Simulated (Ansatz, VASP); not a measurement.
**Two plane-wave programs on Pb**

```xyz
2
Lattice="0.0000 3.4390 3.4390 3.4390 0.0000 3.4390 3.4390 3.4390 0.0000" Properties=species:S:1:pos:R:3 pbc="T T T"
Pb    3.4390    3.4390    3.4390
Pb    5.1585    5.1585    5.1585
```

Alike in both runs: task single point; functional LDA; k mesh 12 × 12 × 12; occupations gaussian, width 0.15 eV; no spin polarisation.

|  | VASP | Ansatz |
| --- | --- | --- |
| version | VASP 6.6.1 | Ansatz 0.2.0 |
| potentials or method | VASP PAW LDA potentials, release 64 (Pb_d), cutoff 520 eV | scalar-relativistic, plane waves, PAW |
| valence electrons in the cell | 28 | 28 |

|  | VASP | Ansatz | Ansatz less VASP |
| --- | --- | --- | --- |
| gap on the k mesh at the Fermi level (eV) | none | none | - |
| pressure (GPa) | -0.7 | -0.7 | +0.01 |

LDA's correlation is that of Perdew and Zunger in VASP and of Perdew and Wang (1992) in Ansatz. A gap of «none» marks a metal or a gap that the smearing closes.

Spin-orbit coupling is off throughout.
